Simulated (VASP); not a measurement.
# Al4CN4 in VASP: single point with LDA

Aim: the single point of Al4CN4 with LDA.

Program: VASP 6.6.1. These are calculated values, not measurements. Logs are shortened: lines on timing, memory, paths and dates and some standing lists are left out, and cuts for length are marked.

## (1) The cell of the first run

The cell holds a slab with vacuum, 9 atoms: a = 3.089 Å, b = 3.089 Å, c = 23.442 Å, α = 90.00°, β = 90.00°, γ = 120.00°.

## (2) Single point, LDA, collinear spin

Input file INCAR:

```
SYSTEM = Al4CN4
  ALGO = Normal
  DIPOL = 0.5 0.5 0.369
  EDIFF = 1E-6
  ENCUT = 520
  IDIPOL = 3
  ISIF = 2
  ISMEAR = 0
  ISPIN = 2
  LASPH = .TRUE.
  LCHARG = .FALSE.
  LDIPOL = .TRUE.
  LORBIT = 11
  LREAL = .FALSE.
  LWAVE = .FALSE.
  MAGMOM = 0 0 0 0 0 0 0 0 2
  NBANDS = 32
  NELM = 150
  PREC = Accurate
  SIGMA = 0.05
```

Input file KPOINTS:

```
k-points
0
G
  9 9 1
  0 0 0
```

Input file POSCAR:

```
Al4CN4
1.0
    3.0886572978      0.0000000000      0.0000000000
   -1.5443286489      2.6748556835      0.0000000000
    0.0000000000      0.0000000000     23.4417423460
N Al C
4 4 1
Direct
    0.3333333333      0.6666666667      0.1706357804
    0.6666666667      0.3333333334      0.2760679086
    0.3333333333      0.6666666667      0.3837737194
    0.6666666667      0.3333333334      0.4878740814
    0.6666666667      0.3333333334      0.1955203112
    0.3333333333      0.6666666667      0.3009524394
    0.6666666667      0.3333333334      0.4041582755
    0.3333333333      0.6666666667      0.5094221312
    0.6666666667      0.8333333334      0.5894601841
```

Potentials or basis: VASP PAW LDA potentials, release 64 (N, Al, C).

On the command line:

```sh
$ cat potpaw_LDA.64/N/POTCAR potpaw_LDA.64/Al/POTCAR potpaw_LDA.64/C/POTCAR > POTCAR
$ mpirun -np 1 vasp_std > vasp.out
```

OUTCAR:

```text
SYSTEM = Al4CN4
   EDIFF = 1E-6
   ENCUT = 520
   ISIF = 2
   ISMEAR = 0
   ISPIN = 2
   LASPH = .TRUE.
   LORBIT = 11
   LREAL = .FALSE.
   NELM = 150
   PREC = Accurate

 ion  position               nearest neighbor table
   1  0.333  0.667  0.171-   5 1.88   5 1.88   5 1.88
   2  0.667  0.333  0.276-   6 1.88   6 1.88   6 1.88   5 1.89
   3  0.333  0.667  0.384-   7 1.85   7 1.85   7 1.85   6 1.94
   4  0.667  0.333  0.488-   8 1.85   8 1.85   8 1.85   7 1.96
   5  0.667  0.333  0.196-   1 1.88   1 1.88   1 1.88   2 1.89   6 3.05   6 3.05   6 3.05
   6  0.333  0.667  0.301-   2 1.88   2 1.88   2 1.88   3 1.94   7 3.01   7 3.01   7 3.01   5 3.05
                             5 3.05   5 3.05
   7  0.667  0.333  0.404-   3 1.85   3 1.85   3 1.85   4 1.96   6 3.01   6 3.01   6 3.01   8 3.04
                             8 3.04   8 3.04
   8  0.333  0.667  0.509-   4 1.85   4 1.85   4 1.85   9 2.08   7 3.04   7 3.04   7 3.04
   9  0.667  0.833  0.589-   8 2.08

  LATTYP: Found a hexagonal cell.
 ALAT       =     3.0886572978
 C/A-ratio  =     7.5896223135

  Lattice vectors:

 A1 = (   3.0886572978,   0.0000000000,   0.0000000000)
 A2 = (  -1.5443286489,   2.6748556835,   0.0000000000)
 A3 = (   0.0000000000,   0.0000000000,  23.4417423460)

Analysis of symmetry for initial positions (statically):
=====================================================================
 Subroutine PRICEL returns:
 Original cell was already a primitive cell.

 Routine SETGRP: Setting up the symmetry group for a
 hexagonal supercell.

 Subroutine GETGRP returns: Found  2 space group operations
 (whereof  2 operations were pure point group operations)
 out of a pool of 24 trial point group operations.

The static configuration has the point symmetry C_1h.

Analysis of symmetry for dynamics (positions and initial velocities):
=====================================================================
 Subroutine PRICEL returns:
 Original cell was already a primitive cell.

 Routine SETGRP: Setting up the symmetry group for a
 hexagonal supercell.

 Subroutine GETGRP returns: Found  2 space group operations
 (whereof  2 operations were pure point group operations)
 out of a pool of 24 trial point group operations.

The dynamic configuration has the point symmetry C_1h.

Analysis of structural, dynamic, and magnetic symmetry:
=====================================================================
 Subroutine PRICEL returns:
 Original cell was already a primitive cell.

 Routine SETGRP: Setting up the symmetry group for a
 hexagonal supercell.

 Subroutine GETGRP returns: Found  2 space group operations
 (whereof  2 operations were pure point group operations)
 out of a pool of 24 trial point group operations.

The overall configuration has the point symmetry C_1h.

 Subroutine INISYM returns: Found  2 space group operations
 (whereof  2 operations are pure point group operations),
 and found     1 'primitive' translations

----------------------------------------------------------------------------------------

                                     Primitive cell

  volume of cell :     193.6689

  direct lattice vectors                    reciprocal lattice vectors
     3.088657298  0.000000000  0.000000000     0.323765282  0.186925973  0.000000000
    -1.544328649  2.674855684  0.000000000     0.000000000  0.373851945  0.000000000
     0.000000000  0.000000000 23.441742346     0.000000000  0.000000000  0.042658945

  length of vectors
     3.088657298  3.088657298 23.441742346     0.373851945  0.373851945  0.042658945

  position of ions in fractional coordinates (direct lattice)
     0.333333333  0.666666667  0.170635780
     0.666666667  0.333333333  0.276067909
     0.333333333  0.666666667  0.383773719
     0.666666667  0.333333333  0.487874081
     0.666666667  0.333333333  0.195520311
     0.333333333  0.666666667  0.300952439
     0.666666667  0.333333333  0.404158276
     0.333333333  0.666666667  0.509422131
     0.666666667  0.833333333  0.589460184
[... 75 lines left out ...]
   ISTART =      0    job   : 0-new  1-cont  2-samecut
   ICHARG =      2    charge: 1-file 2-atom 10-const
   ISPIN  =      2    spin polarized calculation?
   LNONCOLLINEAR =      F non collinear calculations
   LSORBIT =      F    spin-orbit coupling
   LASPH  =      T    aspherical Exc in radial PAW
   ENCUT  =  520.0 eV  38.22 Ry    6.18 a.u.   5.74  5.74 43.59*2*pi/ulx,y,z
   NELM   =    150;   NELMIN=  2; NELMDL= -5     # of ELM steps
   EDIFF  = 0.1E-05   stopping-criterion for ELM
   LREAL  =      F    real-space projection
   EDIFFG = 0.1E-04   stopping-criterion for IOM
   NSW    =      0    number of steps for IOM
   IBRION =     -1    ionic relax: 0-MD 1-quasi-New 2-CG
   NFREE  =      0    steps in history (QN), initial steepest desc. (CG)
   ISIF   =      2    stress and relaxation
   ISYM   =      2    0-nonsym 1-usesym 2-fastsym
   POTIM  = 0.5000    time-step for ionic-motion
   TEBEG  =    0.0;   TEEND  =   0.0 temperature during run
   PSTRESS=    0.0 pullay stress
   NELECT =      36.0000    total number of electrons
   NUPDOWN=      -1.0000    fix difference up-down
   EMIN   =  10.00;   EMAX   =-10.00  energy-range for DOS
   EFERMI =   0.00;   METHOD = LEGACY
   ISMEAR =     0;   SIGMA  =   0.05  broadening in eV -4-tet -1-fermi 0-gaus
   EFERMI_NEDOS =   21; number of points for ismear=-14 and -15
   IALGO  =     38    algorithm
   IMIX   =      4    mixing-type and parameters
     AMIX     =   0.40;   BMIX     =  1.00
     AMIX_MAG =   1.60;   BMIX_MAG =  1.00
  volume/ion in A,a.u.               =      21.52       145.22
  Fermi-wavevector in a.u.,A,eV,Ry     =   0.934306  1.765582 11.876895  0.872927
  Thomas-Fermi vector in A             =   2.061097
   LORBIT       =     11    0 simple, 1 ext, 2 COOP (PROOUT), +10 PAW based schemes
   GGA     = CA    functional components
   LHFCALC =     F    Hartree Fock is set to
   AEXX    =    0.0000 exact exchange contribution
   IVDW    =     0    specifies the selected vdW correction
   LEPSILON=     F    determine dielectric tensor
   LRPA    =     F    only Hartree local field effects (RPA)
 spin polarized calculation
 Gauss-broadening in eV      SIGMA  =   0.05
  energy-cutoff  :      520.00
  volume of cell :      193.67
 maximum number of plane-waves:      5230
   NGX = 11   NGY = 11   NGZ = 87

 dipolmoment           0.000000      0.000000      0.074607 electrons x Angstroem

 number of electron      36.0000001 magnetization       0.5736118

 dipolmoment           0.000000      0.000000     -0.031524 electrons x Angstroem

 Free energy of the ion-electron system (eV)
  ---------------------------------------------------
  ext. energy  EPLUGINS =         0.00000000
  ---------------------------------------------------
  free energy    TOTEN  =       -66.26403858 eV

  energy without entropy =      -66.25919607  energy(sigma->0) =      -66.26161732

 E-fermi :  -0.5241     XC(G=0):  -6.0920

 val. band max:       -0.5241433954   @ k =   0.0000   0.1111   0.0000
 cond. band min:      -0.5064052816   @ k =   0.0000   0.4444   0.0000
 fundamental gap:      0.0177381138
 Fermi energy:        -0.5241227524

 spin component 1

 k-point     1 :       0.0000    0.0000    0.0000
  band No.  band energies     occupation
      1     -17.1403      1.00000
      2     -16.2394      1.00000
      3     -15.5526      1.00000
      4     -13.5621      1.00000
      5     -10.8998      1.00000
      6      -7.3888      1.00000
[... 781 lines left out ...]
     29       8.9832      0.00000
     30       9.5279      0.00000

 [... further k-points ...]

 spin component 2

 k-point     1 :       0.0000    0.0000    0.0000
  band No.  band energies     occupation
      1     -17.1169      1.00000
      2     -16.2145      1.00000
      3     -15.5466      1.00000
      4     -14.0218      1.00000
      5     -10.0171      1.00000
      6      -7.3294      1.00000
[... 781 lines left out ...]
     29       9.0807      0.00000
     30       9.4687      0.00000

 [... further k-points ...]

 [bands above 30 left out]

------------------------ aborting loop because EDIFF is reached ----------------------------------------

 vacuum level on the upper side and lower side of the slab       (xc-potential included)        -0.345         0.330

  FORCE on cell =-STRESS in cart. coord.  units (eV):
  Direction    XX          YY          ZZ          XY          YZ          ZX
  --------------------------------------------------------------------------------------
  -------------------------------------------------------------------------------------
  Total       -1.4640378     -0.8895633     -1.2477872     -0.4975095      0.0300532      0.0520535
  in kB      -12.1116388     -7.3591468    -10.3226486     -4.1157789      0.2486227      0.4306260
  external PRESSURE =      -9.9311447 kB  Pullay stress =       0.0000000 kB

 VOLUME and BASIS-vectors are now :
 -----------------------------------------------------------------------------
  energy-cutoff  :      520.00
  volume of cell :      193.67
      direct lattice vectors                 reciprocal lattice vectors
     3.088657298  0.000000000  0.000000000     0.323765282  0.186925973  0.000000000
    -1.544328649  2.674855684  0.000000000     0.000000000  0.373851945  0.000000000
     0.000000000  0.000000000 23.441742346     0.000000000  0.000000000  0.042658945

 POSITION                                       TOTAL-FORCE (eV/Angst)
 -----------------------------------------------------------------------------------
     -0.00000      1.78324      4.00000         0.000118      0.000068      2.108912
      1.54433      0.89162      6.47151         0.000128      0.000074      1.177277
     -0.00000      1.78324      8.99632        -0.002171     -0.001254     -1.029240
      1.54433      0.89162     11.43662         0.028364      0.016376     -1.314304
      1.54433      0.89162      4.58334         0.000229      0.000132     -2.535544
     -0.00000      1.78324      7.05485         0.000358      0.000207     -0.526592
      1.54433      0.89162      9.47417         0.004312      0.002490      1.178127
     -0.00000      1.78324     11.94174        -0.071941     -0.041535      0.949724
      0.77216      2.22905     13.81797         0.040602      0.023442     -0.008361
 -----------------------------------------------------------------------------------
    total drift:                                0.000060      0.000034      0.001674

  FREE ENERGIE OF THE ION-ELECTRON SYSTEM (eV)
  ---------------------------------------------------
  free  energy   TOTEN  =       -66.2640385790 eV

  energy  without entropy=      -66.2591960700  energy(sigma->0) =      -66.26161732

 vacuum level on the upper side and lower side of the slab         6.285         6.975

 total charge

# of ion       s       p       d       tot
------------------------------------------
    1        1.240   2.444   0.000   3.685
    2        1.218   2.616   0.000   3.834
    3        1.215   2.638   0.000   3.853
    4        1.220   2.610   0.000   3.830
    5        0.382   0.461   0.000   0.843
    6        0.375   0.456   0.000   0.831
    7        0.380   0.468   0.000   0.848
    8        0.380   0.449   0.000   0.830
    9        1.001   1.032   0.000   2.033
--------------------------------------------------
tot          7.412  13.174   0.000  20.586

 magnetization (x)

# of ion       s       p       d       tot
------------------------------------------
    1       -0.017  -0.336   0.000  -0.354
    2       -0.001  -0.026   0.000  -0.027
    3        0.001   0.004   0.000   0.005
    4        0.007   0.068   0.000   0.075
    5        0.004  -0.002   0.000   0.002
    6       -0.001  -0.001   0.000  -0.002
    7        0.001   0.004   0.000   0.005
    8        0.003   0.019   0.000   0.022
    9        0.036   0.491   0.000   0.528
--------------------------------------------------
tot          0.032   0.220   0.000   0.253
```

It took 11 min on 1 thread of Intel Xeon Platinum 8488C (Sapphire Rapids), shared host; peak memory 0.4 GiB.

What came out:

```
Free energy                                           : -66.2640 eV
Largest force                                         : 2.536 eV/Å
Net moment                                            : 0.57 μB per cell
Site moments                                          : N -0.35, -0.03, +0.01, +0.07; Al +0.00, -0.00, +0.01, +0.02; C +0.53 μB
Valence electrons inside the program's atomic spheres : N 3.69, 3.83, 3.85 (each value once); Al 0.84, 0.83, 0.85 (each value once); C 2.03
```

Forces in eV/Å, atoms in the order of the input:
```
N    0.000  0.000  2.109
N    0.000  0.000  1.177
N   -0.002 -0.001 -1.029
N    0.028  0.016 -1.314
Al   0.000  0.000 -2.536
Al   0.000  0.000 -0.527
Al   0.004  0.002  1.178
Al  -0.072 -0.042  0.950
C    0.041  0.023 -0.008
```

Levels at points of the mesh, in eV from the Fermi level:
Spin up:
```csv
k point,band 14,band 15,band 16,band 17,band 18,band 19,band 20,band 21,band 22,band 23
"(0.00, 0.00, 0.00)",-1.82,-1.17,-0.47,0.10,0.10,1.79,1.86,3.63,4.97,5.24
```
Spin down:
```tsv
k point	band 15	band 16	band 17	band 18	band 19	band 20	band 21	band 22
(0.00, 0.00, 0.00)	-1.21	-0.33	-0.33	0.11	2.77	2.97	3.65	5.01
```

Caveat: a moment this small can come from the mesh or the smearing.
